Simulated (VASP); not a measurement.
# Ru (P6_3/mmc) in VASP: settings compared

The runs below take Ru through single point, with PBEsol+D3(BJ), revPBE+D3(BJ).

Program: VASP 6.6.1. These are calculated values, not measurements. Logs are shortened: lines on timing, memory, paths and dates and some standing lists are left out, and cuts for length are marked.

## 1. The cell of the first run

It takes space group P6_3/mmc (No. 194, hexagonal). Conventional cell: a = 2.669 Å, b = 2.669 Å, c = 4.228 Å, α = 90.00°, β = 90.00°, γ = 120.00°. Ru (site symmetry -6m2) has 12 Ru at 2.62 to 2.67 Å within 3.5 Å.

## 2. Single point, PBEsol+D3(BJ)

Contents of INCAR:

```
PREC = Accurate
ENCUT = 520
EDIFF = 1E-6
ISMEAR = -1
SIGMA = 0.05
LREAL = F
LASPH = T
NELM = 100
ALGO = Normal
ISIF = 2
LWAVE = F
LCHARG = T
GGA = PS
IVDW = 12
LELF = T
LVHAR = T
NBANDS = 21
```

Contents of KPOINTS:

```
Automatic mesh
0
Gamma
  11 11 6
```

Contents of POSCAR:

```
Ru
1.0
    2.6694416678      0.0000000000      0.0000000000
   -1.3347208339      2.3118042983      0.0000000000
    0.0000000000      0.0000000000      4.2276602551
Ru
2
Direct
    0.6666666667      0.3333333333      0.7500000000
    0.3333333333      0.6666666667      0.2500000000
```

Potentials or basis: VASP PAW PBE potentials, release 64 (Ru_pv).

On the command line:

```
cat potpaw_PBE.64/Ru_pv/POTCAR > POTCAR
mpirun -np 1 vasp_std > vasp.out
```

OUTCAR:

```text
PREC = Accurate
   ENCUT = 520
   EDIFF = 1E-6
   ISMEAR = -1
   LREAL = F
   LASPH = T
   NELM = 100
   ISIF = 2
   GGA = PS
   IVDW = 12
 IVDW          = 12

 ion  position               nearest neighbor table
   1  0.667  0.333  0.750-   2 2.62   2 2.62   2 2.62   2 2.62   2 2.62   2 2.62
   2  0.333  0.667  0.250-   1 2.62   1 2.62   1 2.62   1 2.62   1 2.62   1 2.62

  LATTYP: Found a hexagonal cell.
 ALAT       =     2.6694416678
 C/A-ratio  =     1.5837245316

  Lattice vectors:

 A1 = (   2.6694416678,   0.0000000000,   0.0000000000)
 A2 = (  -1.3347208339,   2.3118042983,   0.0000000000)
 A3 = (   0.0000000000,   0.0000000000,   4.2276602551)

Analysis of symmetry for initial positions (statically):
=====================================================================
 Subroutine PRICEL returns:
 Original cell was already a primitive cell.

 Routine SETGRP: Setting up the symmetry group for a
 hexagonal supercell.

 Subroutine GETGRP returns: Found 24 space group operations
 (whereof 12 operations were pure point group operations)
 out of a pool of 24 trial point group operations.

The static configuration has the point symmetry D_3d.
 The point group associated with its full space group is D_6h.

Analysis of symmetry for dynamics (positions and initial velocities):
=====================================================================
 Subroutine PRICEL returns:
 Original cell was already a primitive cell.

 Routine SETGRP: Setting up the symmetry group for a
 hexagonal supercell.

 Subroutine GETGRP returns: Found 24 space group operations
 (whereof 12 operations were pure point group operations)
 out of a pool of 24 trial point group operations.

The dynamic configuration has the point symmetry D_3d.
 The point group associated with its full space group is D_6h.

 Subroutine INISYM returns: Found 24 space group operations
 (whereof 12 operations are pure point group operations),
 and found     1 'primitive' translations

----------------------------------------------------------------------------------------

                                     Primitive cell

  volume of cell :      26.0898

  direct lattice vectors                    reciprocal lattice vectors
     2.669441668  0.000000000  0.000000000     0.374610171  0.216281283  0.000000000
    -1.334720834  2.311804298  0.000000000     0.000000000  0.432562566  0.000000000
     0.000000000  0.000000000  4.227660255     0.000000000  0.000000000  0.236537456

  length of vectors
     2.669441668  2.669441668  4.227660255     0.432562566  0.432562566  0.236537456

  position of ions in fractional coordinates (direct lattice)
     0.666666667  0.333333333  0.750000000
     0.333333333  0.666666667  0.250000000

  ion indices of the primitive-cell ions
   primitive index   ion index
                 1           1
                 2           2

----------------------------------------------------------------------------------------

 KPOINTS: Automatic mesh

Automatic generation of k-mesh.
 Grid dimensions read from file:
 generate k-points for:   11   11    6

 Generating k-lattice:

  Cartesian coordinates                     Fractional coordinates (reciprocal lattice)
     0.034055470  0.019661935  0.000000000     0.090909091 -0.000000000  0.000000000
     0.000000000  0.039323870  0.000000000     0.000000000  0.090909091  0.000000000
     0.000000000  0.000000000  0.039422909     0.000000000  0.000000000  0.166666667

  Length of vectors
     0.039323870  0.039323870  0.039422909

  Shift w.r.t. Gamma in fractional coordinates (k-lattice)
     0.000000000  0.000000000  0.000000000

 Subroutine IBZKPT returns following result:
 ===========================================

 Found     64 irreducible k-points:

 Following reciprocal coordinates:
            Coordinates               Weight
  0.000000  0.000000  0.000000      1.000000
  0.090909 -0.000000  0.000000      6.000000
  0.181818  0.000000  0.000000      6.000000
  0.272727 -0.000000  0.000000      6.000000
  0.363636  0.000000  0.000000      6.000000
  0.454545  0.000000  0.000000      6.000000
[... 16 lines left out ...]
  0.090909  0.090909  0.166667     12.000000
  0.181818  0.090909  0.166667     24.000000
 [... further k-points ...]
   k-points           NKPTS =     64   k-points in BZ     NKDIM =     64   number of bands    NBANDS=     21
   number of dos      NEDOS =    301   number of ions     NIONS =      2
   total plane-waves  NPLWV =  12800
   dimension x,y,z NGX =    20 NGY =   20 NGZ =   32
   dimension x,y,z NGXF=    40 NGYF=   40 NGZF=   64
   ions per type =               2
   NGX,Y,Z   is equivalent  to a cutoff of  12.46, 12.46, 12.58 a.u.
   NGXF,Y,Z  is equivalent  to a cutoff of  24.91, 24.91, 25.17 a.u.
 SYSTEM =  unknown system
   PREC   = accura    normal or accurate (medium, high low for compatibility)
   ISTART =      0    job   : 0-new  1-cont  2-samecut
   ICHARG =      2    charge: 1-file 2-atom 10-const
   ISPIN  =      1    spin polarized calculation?
   LNONCOLLINEAR =      F non collinear calculations
   LSORBIT =      F    spin-orbit coupling
   LASPH  =      T    aspherical Exc in radial PAW
   ENCUT  =  520.0 eV  38.22 Ry    6.18 a.u.   4.96  4.96  7.86*2*pi/ulx,y,z
   NELM   =    100;   NELMIN=  2; NELMDL= -5     # of ELM steps
   EDIFF  = 0.1E-05   stopping-criterion for ELM
   LREAL  =      F    real-space projection
   EDIFFG = 0.1E-04   stopping-criterion for IOM
   NSW    =      0    number of steps for IOM
   IBRION =     -1    ionic relax: 0-MD 1-quasi-New 2-CG
   NFREE  =      0    steps in history (QN), initial steepest desc. (CG)
   ISIF   =      2    stress and relaxation
   ISYM   =      2    0-nonsym 1-usesym 2-fastsym
   POTIM  = 0.5000    time-step for ionic-motion
   TEBEG  =    0.0;   TEEND  =   0.0 temperature during run
   PSTRESS=    0.0 pullay stress
   NELECT =      28.0000    total number of electrons
   NUPDOWN=      -1.0000    fix difference up-down
   EMIN   =  10.00;   EMAX   =-10.00  energy-range for DOS
   EFERMI =   0.00;   METHOD = LEGACY
   ISMEAR =    -1;   SIGMA  =   0.05  broadening in eV -4-tet -1-fermi 0-gaus
   EFERMI_NEDOS =   21; number of points for ismear=-14 and -15
   IALGO  =     38    algorithm
   IMIX   =      4    mixing-type and parameters
     AMIX     =   0.40;   BMIX     =  1.00
     AMIX_MAG =   1.60;   BMIX_MAG =  1.00
  volume/ion in A,a.u.               =      13.04        88.03
  Fermi-wavevector in a.u.,A,eV,Ry     =   1.676114  3.167397 38.223655  2.809359
  Thomas-Fermi vector in A             =   2.760614
   LORBIT       =      0    0 simple, 1 ext, 2 COOP (PROOUT), +10 PAW based schemes
   GGA     = PS    functional components
   LHFCALC =     F    Hartree Fock is set to
   AEXX    =    0.0000 exact exchange contribution
   IVDW    =    12    specifies the selected vdW correction
   LEPSILON=     F    determine dielectric tensor
   LRPA    =     F    only Hartree local field effects (RPA)
 non-spin polarized calculation
  energy-cutoff  :      520.00
  volume of cell :       26.09
 maximum number of plane-waves:       718
 NGX is ok and might be reduce to    20
   NGX =  9   NGY =  9   NGZ = 15

 number of electron      27.9999991 magnetization

 Free energy of the ion-electron system (eV)
  ---------------------------------------------------
  ext. energy  EPLUGINS =         0.00000000
  ---------------------------------------------------
  free energy    TOTEN  =       -20.32481949 eV

  energy without entropy =      -20.30886254  energy(sigma->0) =      -20.31684102

 E-fermi :  13.3706     XC(G=0): -14.5297

 val. band max:       13.3585056686   @ k =   0.2727  -0.0000   0.0000
 cond. band min:      13.3830934969   @ k =   0.3636   0.0000   0.3333
 fundamental gap:      0.0245878283
 Fermi energy:        13.3706031782

 k-point     1 :       0.0000    0.0000    0.0000
  band No.  band energies     occupation
      1     -30.3180      2.00000
      2     -29.2473      2.00000
      3     -29.2473      2.00000
      4     -29.0546      2.00000
      5     -29.0546      2.00000
      6     -29.0090      2.00000
[... 13 lines left out ...]
     20      23.6792      0.00000
     21      24.2320      0.00000

 k-point     2 :       0.0909   -0.0000    0.0000
  band No.  band energies     occupation
      1     -30.2859      2.00000
      2     -29.3161      2.00000
      3     -29.2703      2.00000
      4     -29.1262      2.00000
      5     -29.0639      2.00000
      6     -29.0238      2.00000
[... 13 lines left out ...]
     20      23.6791      0.00000
     21      24.1836      0.00000

 k-point     3 :       0.1818    0.0000    0.0000
  band No.  band energies     occupation
      1     -30.1947      2.00000
      2     -29.5006      2.00000
      3     -29.3298      2.00000
      4     -29.3133      2.00000
      5     -29.0909      2.00000
      6     -29.0685      2.00000
[... 13 lines left out ...]
     20      23.6790      0.00000
     21      24.0216      0.00000

 k-point     4 :       0.2727   -0.0000    0.0000
  band No.  band energies     occupation
      1     -30.0595      2.00000
      2     -29.7419      2.00000
      3     -29.5483      2.00000
      4     -29.4042      2.00000
      5     -29.1425      2.00000
      6     -29.1290      2.00000
[... 13 lines left out ...]
     20      23.6786      0.00000
     21      23.8165      0.00000

 k-point     5 :       0.3636    0.0000    0.0000
  band No.  band energies     occupation
      1     -29.9627      2.00000
      2     -29.9068      2.00000
      3     -29.7552      2.00000
      4     -29.4699      2.00000
      5     -29.2387      2.00000
      6     -29.1657      2.00000
[... 13 lines left out ...]
     20      23.6798      0.00000
     21      23.9480      0.00000
[... 382 lines left out ...]
     20      23.6784      0.00000
     21      24.9440      0.00000

 k-point    22 :       0.4545    0.0000    0.1667
  band No.  band energies     occupation
      1     -30.1569      2.00000
      2     -29.9484      2.00000
      3     -29.6717      2.00000
      4     -29.4870      2.00000
      5     -29.2975      2.00000
      6     -29.2100      2.00000
[... 13 lines left out ...]
     20      23.6762      0.00000
     21      24.3880      0.00000

 k-point    23 :       0.0909    0.0909    0.1667
  band No.  band energies     occupation
      1     -30.1600      2.00000
      2     -29.4048      2.00000
      3     -29.3548      2.00000
      4     -29.2655      2.00000
      5     -29.1082      2.00000
      6     -29.0834      2.00000
[... 13 lines left out ...]
     20      23.6790      0.00000
     21      25.4761      0.00000

 k-point    24 :       0.1818    0.0909    0.1667
  band No.  band energies     occupation
      1     -30.0801      2.00000
      2     -29.5904      2.00000
      3     -29.5348      2.00000
      4     -29.3540      2.00000
      5     -29.1605      2.00000
      6     -29.1227      2.00000
[... 13 lines left out ...]
     20      23.6788      0.00000
     21      25.5492      0.00000

 [... further k-points ...]

------------------------ aborting loop because EDIFF is reached ----------------------------------------

 Edisp (eV)   -1.23718

 E8    (eV) :    -0.8420

  FORCE on cell =-STRESS in cart. coord.  units (eV):
  Direction    XX          YY          ZZ          XY          YZ          ZX
  --------------------------------------------------------------------------------------
  -------------------------------------------------------------------------------------
  Total       0.00734     0.00734     0.00801    -0.00000    -0.00000    -0.00000
  in kB       0.45046     0.45046     0.49166    -0.00000    -0.00000    -0.00000
  external pressure =        0.46 kB  Pullay stress =        0.00 kB

 VOLUME and BASIS-vectors are now :
 -----------------------------------------------------------------------------
  energy-cutoff  :      520.00
  volume of cell :       26.09
      direct lattice vectors                 reciprocal lattice vectors
     2.669441668  0.000000000  0.000000000     0.374610171  0.216281283  0.000000000
    -1.334720834  2.311804298  0.000000000     0.000000000  0.432562566  0.000000000
     0.000000000  0.000000000  4.227660255     0.000000000  0.000000000  0.236537456

 POSITION                                       TOTAL-FORCE (eV/Angst)
 -----------------------------------------------------------------------------------
      1.33472      0.77060      3.17075        -0.000000     -0.000000      0.000000
     -0.00000      1.54120      1.05692         0.000000      0.000000      0.000000
 -----------------------------------------------------------------------------------
    total drift:                               -0.000000      0.000000     -0.000000

  FREE ENERGIE OF THE ION-ELECTRON SYSTEM (eV)
  ---------------------------------------------------
  free  energy   TOTEN  =       -21.5619977146 eV

  energy  without entropy=      -21.5460407621  energy(sigma->0) =      -21.55401924
```

Run time: 26 s. Hardware: 1 thread of Intel Xeon 8259CL, shared host; peak memory 0.16 GiB.

What came out:

| Quantity | Value |
| --- | --- |
| Free energy | -21.5620 eV |
| Pressure | 0.0 GPa |
| Band gap on the k mesh | zero (band 14 reaches 15.05 eV, above the bottom of band 15 at 11.78 eV) |
| Dispersion energy per atom | -0.619 eV |

Caveat: the PAW data sets were made with another functional, which shifts forces and pressure a little; pairwise dispersion overbinds metals, which lowers pressure and volume.

## 3. Single point, revPBE+D3(BJ)

This run uses another cell than the first one, of 13.29 Å³/atom, 1.019 times its volume.

Contents of INCAR:

```
ALGO = Normal
EDIFF = 1E-6
ENCUT = 520
GGA = RE
ISIF = 2
ISMEAR = -1
IVDW = 12
LASPH = T
LCHARG = F
LREAL = F
LWAVE = F
NBANDS = 21
NELM = 100
PREC = Accurate
SIGMA = 0.05
```

Contents of KPOINTS:

```
k-points
0
Gamma
  11 11 6
```

Contents of POSCAR:

```
Ru
1.0
    2.6857445803      0.0000000000      0.0000000000
   -1.3428722902      2.3259230346      0.0000000000
    0.0000000000      0.0000000000      4.2544587904
Ru
2
Direct
    0.6666666667      0.3333333333      0.7500000000
    0.3333333333      0.6666666667      0.2500000000
```

Potentials or basis: VASP PAW PBE potentials, release 64 (Ru_pv).

On the command line:

```
cat potpaw_PBE.64/Ru_pv/POTCAR > POTCAR
mpirun -np 1 vasp_std > vasp.out
```

Wall time 32 s (1 thread of Intel Xeon 8259CL, shared host); peak memory 0.16 GiB.

Results (log left out):

```yaml
Free_energy: -19.8053 eV
Pressure: 0.0 GPa
Band_gap_on_the_k_mesh: zero (band 14 reaches 14.84 eV, above the bottom of band 15 at 11.68 eV)
Dispersion_energy_per_atom: -1.208 eV
```

Levels at points of the mesh, in eV from the Fermi level:
```
           k point  band 11  band 12  band 13  band 14  band 15  band 16  band 17  band 18
(0.00, 0.00, 0.00)    -2.44    -1.91    -1.91    -1.36    -1.36     1.29     1.29     1.38
(0.00, 0.00, 0.50)    -2.78    -2.78    -2.71    -2.71     0.63     0.63     0.63     0.63
```

Caveat: the PAW data sets were made with another functional, which shifts forces and pressure a little; pairwise dispersion overbinds metals, which lowers pressure and volume.
